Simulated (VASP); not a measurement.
# Zr (I4_1/amd) in VASP: further runs

The runs below take Zr through relaxation of cell and atoms, with PBEsol.

Program: VASP 6.6.1. These are calculated values, not measurements. Logs are shortened: lines on timing, memory, paths and dates and some standing lists are left out, and cuts for length are marked.

**1. The cell of the first run**

The structure is tetragonal, space group I4_1/amd (No. 141). Conventional cell: a = 4.320 Å, b = 4.320 Å, c = 2.376 Å, α = 90.00°, β = 90.00°, γ = 90.00°. Within 3.0 Å of Zr (site symmetry -4m2) lie 10 Zr at 2.24 to 2.80 Å.

**2. Relaxation of cell and atoms, PBEsol, target pressure 220 GPa, at which the enthalpy is minimised**

The input, INCAR:

```
  PREC = Accurate
  ENCUT = 600
  EDIFF = 1E-7
  ISMEAR = -1
  SIGMA = 0.08
  LREAL = False
  LASPH = True
  NELM = 60
  ALGO = Normal
  ISIF = 3
  LWAVE = False
  LCHARG = False
  GGA = PS
  IBRION = 2
  NSW = 60
  EDIFFG = -0.005
  PSTRESS = 2200.0
```

The input, KPOINTS:

```
Automatic mesh
0
Gamma
  18 18 18
```

The input, POSCAR:

```
Zr
1.0
   -2.1600710767      2.1600710767      1.1880390922
    2.1600710767     -2.1600710767      1.1880390922
    2.1600710767      2.1600710767     -1.1880390922
Zr
2
Direct
   -0.3750000000     -0.1250000000     -0.2500000000
    0.3750000000      0.1250000000      0.2500000000
```

Potentials or basis: VASP PAW PBE potentials, release 64 (Zr_sv).

Launch:

```sh
$ cat potpaw_PBE.64/Zr_sv/POTCAR > POTCAR
$ mpirun -np 1 vasp_std > vasp.out
```

OUTCAR:

```text
PREC = Accurate
   ENCUT = 600
   EDIFF = 1E-7
   ISMEAR = -1
   LREAL = False
   LASPH = True
   NELM = 60
   ISIF = 3
   GGA = PS
   IBRION = 2
   NSW = 60
   EDIFFG = -0.005
   PSTRESS = 2200.0

 ion  position               nearest neighbor table
   1  0.625  0.875  0.750-   2 2.24   2 2.24   2 2.24   2 2.24   2 2.80   2 2.80   2 2.80   2 2.80
                             2 3.67   2 3.67
   2  0.375  0.125  0.250-   1 2.24   1 2.24   1 2.24   1 2.24   1 2.80   1 2.80   1 2.80   1 2.80
                             1 3.67   1 3.67

  LATTYP: Found a body centered tetragonal cell.
 ALAT       =     4.3201421534
 C/A-ratio  =     0.5500000000

  Lattice vectors:

 A1 = (  -2.1600710767,   2.1600710767,   1.1880390922)
 A2 = (   2.1600710767,  -2.1600710767,   1.1880390922)
 A3 = (   2.1600710767,   2.1600710767,  -1.1880390922)

Analysis of symmetry for initial positions (statically):
=====================================================================
 Subroutine PRICEL returns:
 Original cell was already a primitive cell.

 Routine SETGRP: Setting up the symmetry group for a
 body centered tetragonal supercell.

 Subroutine GETGRP returns: Found 16 space group operations
 (whereof  4 operations were pure point group operations)
 out of a pool of 16 trial point group operations.

The static configuration has the point symmetry C_2h.
 The point group associated with its full space group is D_4h.

Analysis of symmetry for dynamics (positions and initial velocities):
=====================================================================
 Subroutine PRICEL returns:
 Original cell was already a primitive cell.

 Routine SETGRP: Setting up the symmetry group for a
 body centered tetragonal supercell.

 Subroutine GETGRP returns: Found 16 space group operations
 (whereof  4 operations were pure point group operations)
 out of a pool of 16 trial point group operations.

The dynamic configuration has the point symmetry C_2h.
 The point group associated with its full space group is D_4h.

 Subroutine INISYM returns: Found 16 space group operations
 (whereof  4 operations are pure point group operations),
 and found     1 'primitive' translations

----------------------------------------------------------------------------------------

                                     Primitive cell

  volume of cell :      22.1731

  direct lattice vectors                    reciprocal lattice vectors
    -2.160071077  2.160071077  1.188039092     0.000000000  0.231473865  0.420861572
     2.160071077 -2.160071077  1.188039092     0.231473865  0.000000000  0.420861572
     2.160071077  2.160071077 -1.188039092     0.231473865  0.231473865  0.000000000

  length of vectors
     3.277689887  3.277689887  3.277689887     0.480317200  0.480317200  0.327353479

  position of ions in fractional coordinates (direct lattice)
     0.625000000  0.875000000  0.750000000
     0.375000000  0.125000000  0.250000000

  ion indices of the primitive-cell ions
   primitive index   ion index
                 1           1
                 2           2

----------------------------------------------------------------------------------------

 KPOINTS: Automatic mesh

Automatic generation of k-mesh.
 Grid dimensions read from file:
 generate k-points for:   18   18   18

 Generating k-lattice:

  Cartesian coordinates                     Fractional coordinates (reciprocal lattice)
     0.000000000  0.012859659  0.023381198     0.055555556  0.000000000  0.000000000
     0.012859659  0.000000000  0.023381198     0.000000000  0.055555556  0.000000000
     0.012859659  0.012859659  0.000000000     0.000000000  0.000000000  0.055555556

  Length of vectors
     0.026684289  0.026684289  0.018186304

  Shift w.r.t. Gamma in fractional coordinates (k-lattice)
     0.000000000  0.000000000  0.000000000

 Subroutine IBZKPT returns following result:
 ===========================================

 Found    480 irreducible k-points:

 Following reciprocal coordinates:
            Coordinates               Weight
  0.000000  0.000000  0.000000      1.000000
  0.055556  0.000000 -0.000000      8.000000
  0.111111  0.000000 -0.000000      8.000000
  0.166667  0.000000 -0.000000      8.000000
  0.222222  0.000000 -0.000000      8.000000
  0.277778  0.000000 -0.000000      8.000000
[... 16 lines left out ...]
 -0.277778  0.055556  0.000000     16.000000
 -0.222222  0.055556  0.000000     16.000000
 [... further k-points ...]
   k-points           NKPTS =    480   k-points in BZ     NKDIM =    480   number of bands    NBANDS=     16
   number of dos      NEDOS =    301   number of ions     NIONS =      2
   total plane-waves  NPLWV =  21952
   dimension x,y,z NGX =    28 NGY =   28 NGZ =   28
   dimension x,y,z NGXF=    56 NGYF=   56 NGZF=   56
   ions per type =               2
   NGX,Y,Z   is equivalent  to a cutoff of  14.20, 14.20, 14.20 a.u.
   NGXF,Y,Z  is equivalent  to a cutoff of  28.40, 28.40, 28.40 a.u.
 SYSTEM =  unknown system
   PREC   = accura    normal or accurate (medium, high low for compatibility)
   ISTART =      0    job   : 0-new  1-cont  2-samecut
   ICHARG =      2    charge: 1-file 2-atom 10-const
   ISPIN  =      1    spin polarized calculation?
   LNONCOLLINEAR =      F non collinear calculations
   LSORBIT =      F    spin-orbit coupling
   LASPH  =      T    aspherical Exc in radial PAW
   ENCUT  =  600.0 eV  44.10 Ry    6.64 a.u.   6.55  6.55  6.55*2*pi/ulx,y,z
   NELM   =     60;   NELMIN=  2; NELMDL= -5     # of ELM steps
   EDIFF  = 0.1E-06   stopping-criterion for ELM
   LREAL  =      F    real-space projection
   EDIFFG = -.5E-02   stopping-criterion for IOM
   NSW    =     60    number of steps for IOM
   IBRION =      2    ionic relax: 0-MD 1-quasi-New 2-CG
   NFREE  =      1    steps in history (QN), initial steepest desc. (CG)
   ISIF   =      3    stress and relaxation
   ISYM   =      2    0-nonsym 1-usesym 2-fastsym
   POTIM  = 0.5000    time-step for ionic-motion
   TEBEG  =    0.0;   TEEND  =   0.0 temperature during run
   PSTRESS= 2200.0 pullay stress
   NELECT =      24.0000    total number of electrons
   NUPDOWN=      -1.0000    fix difference up-down
   EMIN   =  10.00;   EMAX   =-10.00  energy-range for DOS
   EFERMI =   0.00;   METHOD = LEGACY
   ISMEAR =    -1;   SIGMA  =   0.08  broadening in eV -4-tet -1-fermi 0-gaus
   EFERMI_NEDOS =   21; number of points for ismear=-14 and -15
   IALGO  =     38    algorithm
   IMIX   =      4    mixing-type and parameters
     AMIX     =   0.40;   BMIX     =  1.00
     AMIX_MAG =   1.60;   BMIX_MAG =  1.00
  volume/ion in A,a.u.               =      11.09        74.82
  Fermi-wavevector in a.u.,A,eV,Ry     =   1.680878  3.176400 38.441253  2.825352
  Thomas-Fermi vector in A             =   2.764535
   LORBIT       =      0    0 simple, 1 ext, 2 COOP (PROOUT), +10 PAW based schemes
   GGA     = PS    functional components
   LHFCALC =     F    Hartree Fock is set to
   AEXX    =    0.0000 exact exchange contribution
   IVDW    =     0    specifies the selected vdW correction
   LEPSILON=     F    determine dielectric tensor
   LRPA    =     F    only Hartree local field effects (RPA)
 conjugate gradient relaxation of ions
 non-spin polarized calculation
  energy-cutoff  :      600.00
  volume of cell :       22.17
 maximum number of plane-waves:       757
 NGX is ok and might be reduce to    28
   NGX = 13   NGY = 13   NGZ = 13

--------------------------------------- Ionic step        1  -------------------------------------------

 number of electron      24.0000000 magnetization

 Free energy of the ion-electron system (eV)
  ---------------------------------------------------
  ext. energy  EPLUGINS =         0.00000000
  ---------------------------------------------------
  free energy    TOTEN  =        -7.89397902 eV

  energy without entropy =       -7.86856621  energy(sigma->0) =       -7.88127261

------------------------ aborting loop because EDIFF is reached ----------------------------------------

  FORCE on cell =-STRESS in cart. coord.  units (eV):
  Direction    XX          YY          ZZ          XY          YZ          ZX
  --------------------------------------------------------------------------------------
  -------------------------------------------------------------------------------------
  Total       32.9942177     32.9942177     33.7212849     -0.0000000     -0.0000000      0.0000000
  in kB     2384.0843208   2384.0843208   2436.6204857     -0.0000000     -0.0000000      0.0000000
  external PRESSURE =     201.5963757 kB  Pullay stress =    2200.0000000 kB

 VOLUME and BASIS-vectors are now :
 -----------------------------------------------------------------------------
  energy-cutoff  :      600.00
  volume of cell :       22.17
      direct lattice vectors                 reciprocal lattice vectors
    -2.160071077  2.160071077  1.188039092     0.000000000  0.231473865  0.420861572
     2.160071077 -2.160071077  1.188039092     0.231473865  0.000000000  0.420861572
     2.160071077  2.160071077 -1.188039092     0.231473865  0.231473865  0.000000000
[... 274 lines left out ...]
  FREE ENERGIE OF THE ION-ELECTRON SYSTEM (eV)
  ---------------------------------------------------
  free  energy   TOTEN  =        -8.7640934045 eV

  energy  without entropy=       -8.7379694102  energy(sigma->0) =       -8.75103141

  enthalpy is  TOTEN    =        22.5170832938 eV   P V=       31.2811766983

--------------------------------------- Ionic step        9  -------------------------------------------

 number of electron      24.0000000 magnetization

 Free energy of the ion-electron system (eV)
  ---------------------------------------------------
  ext. energy  EPLUGINS =         0.00000000
  ---------------------------------------------------
  free energy    TOTEN  =        -8.68816306 eV

  energy without entropy =       -8.66206698  energy(sigma->0) =       -8.67511502

 E-fermi :  19.2500     XC(G=0): -14.9139

 val. band max:       19.2496904954   @ k =  -0.1111   0.5000   0.0556
 cond. band min:      19.2511173514   @ k =   0.3333   0.0000   0.0000
 fundamental gap:      0.0014268560
 Fermi energy:        19.2499789990

 k-point     1 :       0.0000    0.0000    0.0000
  band No.  band energies     occupation
      1     -30.9352      2.00000
      2     -27.4151      2.00000
      3     -10.2299      2.00000
      4     -10.2299      2.00000
      5      -4.6644      2.00000
      6      -4.5776      2.00000
[... 8 lines left out ...]
     15      23.0886      0.00000
     16      23.6569      0.00000
[... 419 lines left out ...]
 k-point    24 :      -0.2222    0.0556    0.0000
  band No.  band energies     occupation
      1     -30.4640      2.00000
      2     -27.5246      2.00000
      3     -10.1735      2.00000
      4      -9.4119      2.00000
      5      -6.4935      2.00000
      6      -5.9470      2.00000
[... 8 lines left out ...]
     15      21.5396      0.00000
     16      25.9667      0.00000

 [... further k-points ...]
[... 5 lines left out ...]
  --------------------------------------------------------------------------------------
  -------------------------------------------------------------------------------------
  Total       31.2043548     31.2043548     31.2044478     -0.0000000      0.0000000     -0.0000000
  in kB     2199.9607506   2199.9607506   2199.9673058     -0.0000000      0.0000000     -0.0000000
  external PRESSURE =      -0.0370643 kB  Pullay stress =    2200.0000000 kB

 VOLUME and BASIS-vectors are now :
 -----------------------------------------------------------------------------
  energy-cutoff  :      600.00
  volume of cell :       22.73
      direct lattice vectors                 reciprocal lattice vectors
    -2.172548357  2.172548357  1.203682542     0.000000000  0.230144474  0.415391918
     2.172548357 -2.172548357  1.203682542     0.230144474  0.000000000  0.415391918
     2.172548357  2.172548357 -1.203682542     0.230144474  0.230144474  0.000000000

 POSITION                                       TOTAL-FORCE (eV/Angst)
 -----------------------------------------------------------------------------------
      2.17255      1.08627      0.90276        -0.000000     -0.000000      0.000000
     -0.00000      1.08627      0.30092         0.000000      0.000000     -0.000000
 -----------------------------------------------------------------------------------
    total drift:                               -0.000000      0.000000     -0.000000

  FREE ENERGIE OF THE ION-ELECTRON SYSTEM (eV)
  ---------------------------------------------------
  free  energy   TOTEN  =        -8.6881630637 eV

  energy  without entropy=       -8.6620669842  energy(sigma->0) =       -8.67511502

  enthalpy is  TOTEN    =        22.5167484343 eV   P V=       31.2049114980

 reached required accuracy - stopping structural energy minimisation
```

Wall time 17 min (1 thread of AMD EPYC 9R45 (Zen 5), shared host); peak memory 0.29 GiB.

Results:

```
Free energy                                            : -8.6882 eV
Relaxed volume                                         : 11.36 Å³/atom
Relaxed cell                                           : a = 3.300 Å, b = 3.300 Å, c = 3.300 Å, α = 97.65°, β = 97.65°, γ = 137.21°
Space group after relaxing (to 0.05 Å)                 : I4_1/amd (No. 141)
Energy change on relaxing (the enthalpy is what falls) : -397.1 meV/atom
Ionic steps                                            : 9
Pressure after relaxing                                : 220.0 GPa
Band gap on the k mesh                                 : zero (band 12 reaches 20.64 eV, above the bottom of band 13 at 16.88 eV)
```

The path:
```tsv
step	energy change (eV)	largest force (eV/Å)	pressure (GPa)	volume (Å³)
1	0.0000	0.0000	240.16	22.17
2	-5.0598	0.0000	115.66	26.96
3	-0.8758	0.0000	217.89	22.79
4	-0.8017	0.0000	219.76	22.73
5	-0.7862	0.0000	220.15	22.72
6	-0.7701	0.0000	220.63	22.71
7	-0.7790	0.0000	220.38	22.71
8	-0.8701	0.0000	218.08	22.78
9	-0.7942	0.0000	220.00	22.73
```

Final structure:
```cif
data_structure
_symmetry_space_group_name_H-M 'P 1'
_symmetry_Int_Tables_number 1
_cell_length_a 3.2998
_cell_length_b 3.2998
_cell_length_c 3.2998
_cell_angle_alpha 97.646
_cell_angle_beta 97.646
_cell_angle_gamma 137.213
_cell_volume 22.73
loop_
_atom_site_label
_atom_site_type_symbol
_atom_site_fract_x
_atom_site_fract_y
_atom_site_fract_z
_atom_site_occupancy
Zr1 Zr 0.62500 0.87500 0.75000 1
Zr2 Zr 0.37500 0.12500 0.25000 1
```

Caveat: the cell is relaxed towards a set pressure, so the enthalpy falls and the energy may rise; the PAW data sets were made with another functional, which shifts forces and pressure a little.

**3. Relaxation of cell and atoms, PBEsol, target pressure 220 GPa, at which the enthalpy is minimised**

This run uses another cell than the first one, of 11.32 Å³/atom, 1.021 times its volume.

The input, INCAR:

```
SYSTEM = Zr
ALGO = Normal
EDIFF = 1E-6
EDIFFG = -0.005
ENCUT = 600
GGA = PS
IBRION = 2
ISIF = 3
ISMEAR = -1
LASPH = .True.
LCHARG = .False.
LREAL = .False.
LWAVE = .False.
NELM = 60
NSW = 32
PREC = Accurate
PSTRESS = 2200.0
SIGMA = 0.08
```

The input, KPOINTS:

```
k-points
0
Gamma
  18 18 18
  0 0 0
```

The input, POSCAR:

```
Zr
1.0
   -2.1683212818      2.1683212818      1.2034839422
    2.1683212818     -2.1683212818      1.2034839422
    2.1683212818      2.1683212818     -1.2034839422
Zr
2
Direct
   -0.3750000000     -0.1250000000     -0.2500000000
    0.3750000000      0.1250000000      0.2500000000
```

Potentials or basis: VASP PAW PBE potentials, release 64 (Zr_sv).

Launch:

```sh
$ cat potpaw_PBE.64/Zr_sv/POTCAR > POTCAR
$ mpirun -np 1 vasp_std > vasp.out
```

Run time: 8.1 min. Hardware: 1 thread of Intel Xeon 6975P-C (Granite Rapids), shared host; peak memory 0.32 GiB.

The run converged. Its results:

```yaml
Free_energy: -8.6890 eV
Relaxed_volume: 11.36 Å³/atom
Relaxed_cell: a = 3.300 Å, b = 3.300 Å, c = 3.300 Å, α = 97.65°, β = 97.65°, γ = 137.21°
Space_group_after_relaxing_to_0.05_Å: I4_1/amd (No. 141)
Energy_change_on_relaxing_the_enthalpy_is_what_falls: -63.9 meV/atom
Ionic_steps: 14
Pressure_after_relaxing: 220.0 GPa
Band_gap_on_the_k_mesh: zero (band 12 reaches 20.63 eV, above the bottom of band 13 at 16.88 eV)
```

The path:
| step | energy change (eV) | largest force (eV/Å) | pressure (GPa) | volume (Å³) |
| --- | --- | --- | --- | --- |
| 1 | 0.0000 | 0.0000 | 223.26 | 22.63 |
| 2 | -1.0000 | 0.0000 | 197.97 | 23.40 |
| 3 | -0.1333 | 0.0000 | 219.84 | 22.73 |
| 4 | -0.1296 | 0.0000 | 219.94 | 22.73 |
| 5 | -0.1234 | 0.0000 | 220.09 | 22.72 |
| 6 | -0.1264 | 0.0000 | 220.04 | 22.72 |
| 7 | -0.1266 | 0.0000 | 220.04 | 22.72 |
| 8 | -0.1281 | 0.0000 | 220.00 | 22.73 |
| 9 | -0.1269 | 0.0000 | 220.02 | 22.72 |
| 10 | -0.1267 | 0.0000 | 220.02 | 22.72 |
| 11 | -0.1334 | 0.0000 | 219.90 | 22.73 |
| 12 | -0.1303 | 0.0000 | 219.92 | 22.73 |
| 13 | -0.1287 | 0.0000 | 219.92 | 22.73 |
| 14 | -0.1277 | 0.0000 | 219.96 | 22.73 |

Final structure:
```
Zr
1.0
    -2.17248    2.17248    1.20377
     2.17248   -2.17248    1.20377
     2.17248    2.17248   -1.20377
Zr
2
Direct
  0.62500 0.87500 0.75000
  0.37500 0.12500 0.25000
```

Levels at points of the mesh, in eV from the Fermi level:
| k point | band 9 | band 10 | band 11 | band 12 | band 13 | band 14 | band 15 | band 16 |
| --- | --- | --- | --- | --- | --- | --- | --- | --- |
| (0.00, 0.00, 0.00) | -8.53 | -4.35 | -3.75 | -2.42 | -1.59 | 3.84 | 3.84 | 4.40 |
| (0.50, 0.00, 0.00) | -6.17 | -5.34 | -3.00 | 0.26 | 0.80 | 3.27 | 4.16 | 6.02 |
| (0.50, 0.50, 0.00) | -3.86 | -3.86 | -1.52 | -1.52 | 2.22 | 2.22 | 6.39 | 6.39 |
| (0.50, 0.50, 0.50) | -2.97 | -2.97 | -0.19 | -0.19 | 3.43 | 3.43 | 4.08 | 4.08 |

Caveat: the cell is relaxed towards a set pressure, so the enthalpy falls and the energy may rise; the PAW data sets were made with another functional, which shifts forces and pressure a little.
